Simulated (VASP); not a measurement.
# Ag (Fm-3m) in VASP: further runs

Runs on Ag. Level: PBE. Tasks: single point, relaxation of cell and atoms.

All numbers are computed with VASP 6.6.1; they aren't measurements. Logs are shortened: lines on timing, memory, paths and dates and some standing lists are left out, and cuts for length are marked.

**1. The cell of the first run**

It takes space group Fm-3m (No. 225, cubic). The conventional cell has a = 4.144 Å, b = 4.144 Å, c = 4.144 Å, α = 90.00°, β = 90.00°, γ = 90.00°. Ag (site symmetry m-3m) has 12 Ag at 2.93 Å within 3.9 Å.

**2. Single point, PBE**

File INCAR:

```
SYSTEM = Ag
ALGO = Normal
EDIFF = 1E-7
ENCUT = 520
GGA = PE
ISIF = 2
ISMEAR = -1
LASPH = .TRUE.
LCHARG = .FALSE.
LREAL = .FALSE.
LWAVE = .FALSE.
NBANDS = 12
NELM = 80
PREC = Accurate
SIGMA = 0.05
```

File KPOINTS:

```
k-points
0
G
  11 11 11
  0 0 0
```

File POSCAR:

```
Ag
1.0
    0.0000000000      2.0720931592      2.0720931592
    2.0720931592      0.0000000000      2.0720931592
    2.0720931592      2.0720931592      0.0000000000
Ag
1
Direct
    0.0000000000      0.0000000000      0.0000000000
```

Potentials or basis: VASP PAW PBE potentials, release 64 (Ag).

On the command line:

```bash
$ cat potpaw_PBE.64/Ag/POTCAR > POTCAR
$ mpirun -np 1 vasp_std > vasp.out
```

OUTCAR:

```text
SYSTEM = Ag
   EDIFF = 1E-7
   ENCUT = 520
   GGA = PE
   ISIF = 2
   ISMEAR = -1
   LASPH = .TRUE.
   LREAL = .FALSE.
   NELM = 80
   PREC = Accurate

 ion  position               nearest neighbor table
   1  0.000  0.000  0.000-

  LATTYP: Found a face centered cubic cell.
 ALAT       =     4.1441863184

  Lattice vectors:

 A1 = (   0.0000000000,   2.0720931592,   2.0720931592)
 A2 = (   2.0720931592,   0.0000000000,   2.0720931592)
 A3 = (   2.0720931592,   2.0720931592,   0.0000000000)

Analysis of symmetry for initial positions (statically):
=====================================================================
 Subroutine PRICEL returns:
 Original cell was already a primitive cell.

 Routine SETGRP: Setting up the symmetry group for a
 face centered cubic supercell.

 Subroutine GETGRP returns: Found 48 space group operations
 (whereof 48 operations were pure point group operations)
 out of a pool of 48 trial point group operations.

The static configuration has the point symmetry O_h .

Analysis of symmetry for dynamics (positions and initial velocities):
=====================================================================
 Subroutine PRICEL returns:
 Original cell was already a primitive cell.

 Routine SETGRP: Setting up the symmetry group for a
 face centered cubic supercell.

 Subroutine GETGRP returns: Found 48 space group operations
 (whereof 48 operations were pure point group operations)
 out of a pool of 48 trial point group operations.

The dynamic configuration has the point symmetry O_h .

 Subroutine INISYM returns: Found 48 space group operations
 (whereof 48 operations are pure point group operations),
 and found     1 'primitive' translations

----------------------------------------------------------------------------------------

                                     Primitive cell

  volume of cell :      17.7934

  direct lattice vectors                    reciprocal lattice vectors
     0.000000000  2.072093159  2.072093159    -0.241301892  0.241301892  0.241301892
     2.072093159  0.000000000  2.072093159     0.241301892 -0.241301892  0.241301892
     2.072093159  2.072093159  0.000000000     0.241301892  0.241301892 -0.241301892

  length of vectors
     2.930382248  2.930382248  2.930382248     0.417947137  0.417947137  0.417947137

  position of ions in fractional coordinates (direct lattice)
     0.000000000  0.000000000  0.000000000

  ion indices of the primitive-cell ions
   primitive index   ion index
                 1           1

----------------------------------------------------------------------------------------

 KPOINTS: k-points

Automatic generation of k-mesh.
 Grid dimensions read from file:
 generate k-points for:   11   11   11

 Generating k-lattice:

  Cartesian coordinates                     Fractional coordinates (reciprocal lattice)
    -0.021936536  0.021936536  0.021936536     0.090909091  0.000000000  0.000000000
     0.021936536 -0.021936536  0.021936536     0.000000000  0.090909091  0.000000000
     0.021936536  0.021936536 -0.021936536     0.000000000  0.000000000  0.090909091

  Length of vectors
     0.037995194  0.037995194  0.037995194

  Shift w.r.t. Gamma in fractional coordinates (k-lattice)
     0.000000000  0.000000000  0.000000000

 Subroutine IBZKPT returns following result:
 ===========================================

 Found     56 irreducible k-points:

 Following reciprocal coordinates:
            Coordinates               Weight
  0.000000  0.000000  0.000000      1.000000
  0.090909  0.000000  0.000000      8.000000
  0.181818  0.000000  0.000000      8.000000
  0.272727  0.000000  0.000000      8.000000
  0.363636  0.000000  0.000000      8.000000
  0.454545  0.000000  0.000000      8.000000
[... 16 lines left out ...]
 -0.272727  0.181818  0.000000     24.000000
 -0.181818  0.181818  0.000000     12.000000
 [... further k-points ...]
   k-points           NKPTS =     56   k-points in BZ     NKDIM =     56   number of bands    NBANDS=     12
   number of dos      NEDOS =    301   number of ions     NIONS =      1
   total plane-waves  NPLWV =  13824
   dimension x,y,z NGX =    24 NGY =   24 NGZ =   24
   dimension x,y,z NGXF=    48 NGYF=   48 NGZF=   48
   ions per type =               1
   NGX,Y,Z   is equivalent  to a cutoff of  13.62, 13.62, 13.62 a.u.
   NGXF,Y,Z  is equivalent  to a cutoff of  27.23, 27.23, 27.23 a.u.
 SYSTEM =  Ag
   PREC   = accura    normal or accurate (medium, high low for compatibility)
   ISTART =      0    job   : 0-new  1-cont  2-samecut
   ICHARG =      2    charge: 1-file 2-atom 10-const
   ISPIN  =      1    spin polarized calculation?
   LNONCOLLINEAR =      F non collinear calculations
   LSORBIT =      F    spin-orbit coupling
   LASPH  =      T    aspherical Exc in radial PAW
   ENCUT  =  520.0 eV  38.22 Ry    6.18 a.u.   5.45  5.45  5.45*2*pi/ulx,y,z
   NELM   =     80;   NELMIN=  2; NELMDL= -5     # of ELM steps
   EDIFF  = 0.1E-06   stopping-criterion for ELM
   LREAL  =      F    real-space projection
   EDIFFG = 0.1E-05   stopping-criterion for IOM
   NSW    =      0    number of steps for IOM
   IBRION =     -1    ionic relax: 0-MD 1-quasi-New 2-CG
   NFREE  =      0    steps in history (QN), initial steepest desc. (CG)
   ISIF   =      2    stress and relaxation
   ISYM   =      2    0-nonsym 1-usesym 2-fastsym
   POTIM  = 0.5000    time-step for ionic-motion
   TEBEG  =    0.0;   TEEND  =   0.0 temperature during run
   PSTRESS=    0.0 pullay stress
   NELECT =      11.0000    total number of electrons
   NUPDOWN=      -1.0000    fix difference up-down
   EMIN   =  10.00;   EMAX   =-10.00  energy-range for DOS
   EFERMI =   0.00;   METHOD = LEGACY
   ISMEAR =    -1;   SIGMA  =   0.05  broadening in eV -4-tet -1-fermi 0-gaus
   EFERMI_NEDOS =   21; number of points for ismear=-14 and -15
   IALGO  =     38    algorithm
   IMIX   =      4    mixing-type and parameters
     AMIX     =   0.40;   BMIX     =  1.00
     AMIX_MAG =   1.60;   BMIX_MAG =  1.00
  volume/ion in A,a.u.               =      17.79       120.08
  Fermi-wavevector in a.u.,A,eV,Ry     =   1.394611  2.635433 26.462517  1.944940
  Thomas-Fermi vector in A             =   2.518143
   LORBIT       =      0    0 simple, 1 ext, 2 COOP (PROOUT), +10 PAW based schemes
   GGA     = PE    functional components
   LHFCALC =     F    Hartree Fock is set to
   AEXX    =    0.0000 exact exchange contribution
   IVDW    =     0    specifies the selected vdW correction
   LEPSILON=     F    determine dielectric tensor
   LRPA    =     F    only Hartree local field effects (RPA)
 non-spin polarized calculation
  energy-cutoff  :      520.00
  volume of cell :       17.79
 maximum number of plane-waves:       531
 NGX is ok and might be reduce to    24
   NGX = 11   NGY = 11   NGZ = 11

 number of electron      11.0000000 magnetization

 Free energy of the ion-electron system (eV)
  ---------------------------------------------------
  ext. energy  EPLUGINS =         0.00000000
  ---------------------------------------------------
  free energy    TOTEN  =        -2.72021041 eV

  energy without entropy =       -2.71656194  energy(sigma->0) =       -2.71838618

 E-fermi :   8.1184     XC(G=0): -11.9579

 val. band max:        7.7680435187   @ k =   0.4545   0.2727   0.0000
 cond. band min:       8.1207494060   @ k =  -0.4545   0.0909   0.0000
 fundamental gap:      0.3527058873
 Fermi energy:         8.1184137749

 k-point     1 :       0.0000    0.0000    0.0000
  band No.  band energies     occupation
      1       0.3912      2.00000
      2       3.1891      2.00000
      3       3.1891      2.00000
      4       3.1891      2.00000
      5       4.1467      2.00000
      6       4.1467      2.00000
      7      23.7764      0.00000
      8      27.1026      0.00000
      9      27.1026      0.00000
     10      27.1026      0.00000
     11      31.8098      0.00000
     12      32.6817      0.00000

 k-point     2 :       0.0909    0.0000    0.0000
  band No.  band energies     occupation
      1       0.6379      2.00000
      2       3.1394      2.00000
      3       3.2529      2.00000
      4       3.2529      2.00000
      5       4.1250      2.00000
      6       4.1250      2.00000
      7      23.6750      0.00000
      8      25.3462      0.00000
      9      27.1638      0.00000
     10      27.1638      0.00000
     11      31.3209      0.00000
     12      32.4192      0.00000

 k-point     3 :       0.1818    0.0000    0.0000
  band No.  band energies     occupation
      1       1.2801      2.00000
      2       3.1148      2.00000
      3       3.3671      2.00000
      4       3.3671      2.00000
      5       4.1349      2.00000
      6       4.1349      2.00000
      7      21.2598      0.00000
      8      24.5722      0.00000
      9      27.1925      0.00000
     10      27.1925      0.00000
     11      30.2092      0.00000
     12      31.4682      0.00000

 k-point     4 :       0.2727    0.0000    0.0000
  band No.  band energies     occupation
      1       1.7903      2.00000
      2       3.3599      2.00000
      3       3.3599      2.00000
      4       3.6968      2.00000
      5       4.3324      2.00000
      6       4.3324      2.00000
      7      17.8035      0.00000
      8      24.1539      0.00000
      9      26.7994      0.00000
     10      26.7994      0.00000
     11      30.5091      0.00000
     12      30.5108      0.00000

 k-point     5 :       0.3636    0.0000    0.0000
  band No.  band energies     occupation
      1       1.8014      2.00000
      2       3.2580      2.00000
      3       3.2580      2.00000
      4       4.6398      2.00000
      5       4.6398      2.00000
      6       5.2626      2.00000
      7      14.4734      0.00000
      8      23.4895      0.00000
      9      25.9818      0.00000
     10      25.9818      0.00000
     11      30.1579      0.00000
     12      30.1579      0.00000

 k-point     6 :       0.4545    0.0000    0.0000
  band No.  band energies     occupation
      1       1.7239      2.00000
      2       3.1809      2.00000
      3       3.1809      2.00000
      4       4.8547      2.00000
      5       4.8547      2.00000
      6       7.1284      2.00000
      7      11.7651      0.00000
      8      23.0623      0.00000
      9      25.3686      0.00000
     10      25.3686      0.00000
     11      30.1043      0.00000
     12      30.1043      0.00000

 k-point     7 :       0.0909    0.0909    0.0000
  band No.  band energies     occupation
      1       0.7207      2.00000
      2       3.0664      2.00000
      3       3.3057      2.00000
      4       3.3057      2.00000
      5       4.0283      2.00000
      6       4.2002      2.00000
      7      23.8532      0.00000
      8      26.0151      0.00000
      9      26.1902      0.00000
     10      26.1902      0.00000
     11      32.4329      0.00000
     12      32.4330      0.00000

 k-point     8 :       0.1818    0.0909    0.0000
  band No.  band energies     occupation
      1       1.2445      2.00000
      2       2.9494      2.00000
      3       3.4364      2.00000
      4       3.4407      2.00000
      5       3.9691      2.00000
      6       4.2606      2.00000
      7      22.5365      0.00000
      8      24.4131      0.00000
      9      25.3940      0.00000
     10      27.1340      0.00000
     11      30.1073      0.00000
     12      32.3785      0.00000
[... 166 lines left out ...]
 k-point    20 :       0.4545    0.1818    0.0000
  band No.  band energies     occupation
      1       2.1323      2.00000
      2       2.9553      2.00000
      3       3.5786      2.00000
      4       3.6670      2.00000
      5       4.9103      2.00000
      6       7.4512      2.00000
      7      13.9995      0.00000
      8      21.2325      0.00000
      9      22.2902      0.00000
     10      24.0848      0.00000
     11      32.5016      0.00000
     12      32.8226      0.00000

 k-point    21 :      -0.4545    0.1818    0.0000
  band No.  band energies     occupation
      1       2.1401      2.00000
      2       2.9176      2.00000
      3       3.5857      2.00000
      4       3.8297      2.00000
      5       4.8558      2.00000
      6       9.4063      0.00000
      7      11.5438      0.00000
      8      20.1291      0.00000
      9      22.9364      0.00000
     10      23.9160      0.00000
     11      32.3201      0.00000
     12      32.3623      0.00000

 k-point    22 :      -0.3636    0.1818    0.0000
  band No.  band energies     occupation
      1       2.2435      2.00000
      2       2.9643      2.00000
      3       3.5724      2.00000
      4       3.8001      2.00000
      5       4.5743      2.00000
      6       8.2434      0.15171
      7      13.1230      0.00000
      8      19.4838      0.00000
      9      24.1626      0.00000
     10      24.2776      0.00000
     11      31.2965      0.00000
     12      32.0795      0.00000

 k-point    23 :      -0.2727    0.1818    0.0000
  band No.  band energies     occupation
      1       2.4139      2.00000
      2       3.0314      2.00000
      3       3.4562      2.00000
      4       3.6423      2.00000
      5       4.1673      2.00000
      6       6.4774      2.00000
      7      16.2335      0.00000
      8      19.3511      0.00000
      9      24.9181      0.00000
     10      26.1913      0.00000
     11      29.6563      0.00000
     12      32.0126      0.00000

 k-point    24 :      -0.1818    0.1818    0.0000
  band No.  band energies     occupation
      1       2.3474      2.00000
      2       2.8229      2.00000
      3       3.3995      2.00000
      4       3.7601      2.00000
      5       3.7901      2.00000
      6       5.2426      2.00000
      7      19.4614      0.00000
      8      19.8373      0.00000
      9      26.1596      0.00000
     10      27.9842      0.00000
     11      28.3873      0.00000
     12      31.7957      0.00000

 [... further k-points ...]
[... 5 lines left out ...]
  --------------------------------------------------------------------------------------
  -------------------------------------------------------------------------------------
  Total       -0.0077274     -0.0077274     -0.0077274      0.0000000      0.0000000      0.0000000
  in kB       -0.6958038     -0.6958038     -0.6958038      0.0000000      0.0000000      0.0000000
  external PRESSURE =      -0.6958038 kB  Pullay stress =       0.0000000 kB

 VOLUME and BASIS-vectors are now :
 -----------------------------------------------------------------------------
  energy-cutoff  :      520.00
  volume of cell :       17.79
      direct lattice vectors                 reciprocal lattice vectors
     0.000000000  2.072093159  2.072093159    -0.241301892  0.241301892  0.241301892
     2.072093159  0.000000000  2.072093159     0.241301892 -0.241301892  0.241301892
     2.072093159  2.072093159  0.000000000     0.241301892  0.241301892 -0.241301892

 POSITION                                       TOTAL-FORCE (eV/Angst)
 -----------------------------------------------------------------------------------
      0.00000      0.00000      0.00000         0.000000      0.000000      0.000000
 -----------------------------------------------------------------------------------
    total drift:                                0.000000      0.000000     -0.000000

  FREE ENERGIE OF THE ION-ELECTRON SYSTEM (eV)
  ---------------------------------------------------
  free  energy   TOTEN  =        -2.7202104137 eV

  energy  without entropy=       -2.7165619375  energy(sigma->0) =       -2.71838618
```

It took 12 s on 1 thread of Intel Xeon Platinum 8259CL at 2.50GHz (Skylake/Cascade Lake), shared host; peak memory 0.14 GiB.

Results:

```yaml
Free_energy: -2.7202 eV
Pressure: -0.1 GPa
```

**3. Relaxation of cell and atoms, PBE**

This run uses another cell than the first one, of 17.05 Å³/atom, 0.958 times its volume.

File INCAR:

```
SYSTEM = Ag
ALGO = Normal
EDIFF = 1E-6
EDIFFG = -0.005
ENCUT = 600
GGA = PE
IBRION = 2
ISIF = 3
ISMEAR = -1
LASPH = .True.
LCHARG = .False.
LREAL = .False.
LWAVE = .False.
NELM = 80
NSW = 80
PREC = Accurate
SIGMA = 0.05
```

File KPOINTS:

```
k-points
0
Gamma
  11 11 11
  0 0 0
```

File POSCAR:

```
Ag
1.0
    0.0000000000      2.0427500000      2.0427500000
    2.0427500000      0.0000000000      2.0427500000
    2.0427500000      2.0427500000      0.0000000000
Ag
1
Direct
    0.0000000000      0.0000000000      0.0000000000
```

Potentials or basis: VASP PAW PBE potentials, release 64 (Ag).

On the command line:

```bash
$ cat potpaw_PBE.64/Ag/POTCAR > POTCAR
$ mpirun -np 1 vasp_std > vasp.out
```

Run time: 25 s. Hardware: 1 thread of Intel Xeon Platinum 8259CL at 2.50GHz (Skylake/Cascade Lake), shared host; peak memory 0.15 GiB.

Results (log left out):

```yaml
Free_energy: -2.7195 eV
Relaxed_volume: 17.77 Å³/atom
Relaxed_cell: a = 2.929 Å, b = 2.929 Å, c = 2.929 Å, α = 60.00°, β = 60.00°, γ = 60.00°
Space_group_after_relaxing_to_0.05_Å: Fm-3m (No. 225)
Energy_gained_by_relaxing: 9.1 meV/atom
Ionic_steps: 3
Pressure_after_relaxing: 0.0 GPa
```

Step by step:
```csv
step,energy change (eV),largest force (eV/Å),pressure (GPa),volume (Å³)
1,0.0000,0.0000,4.23,17.05
2,-0.0066,0.0000,-1.90,18.18
3,-0.0091,0.0000,0.01,17.77
```

Final structure:
```yaml
crystal:
  lattice:
    - [0.00000, 2.07121, 2.07121]
    - [2.07121, 0.00000, 2.07121]
    - [2.07121, 2.07121, 0.00000]
  atoms:
    - { symbol: Ag, position: [0.00000, 0.00000, 0.00000] }
```

Levels at points of the mesh, in eV from the Fermi level:
```
           k point  band 3  band 4  band 5  band 6  band 7  band 8  band 9
(0.00, 0.00, 0.00)   -4.93   -4.93   -3.97   -3.97   15.66   19.00   19.00
```

PBE usually gives volumes a little too large and moduli too small. Zero-point motion and thermal expansion aren't in these numbers.
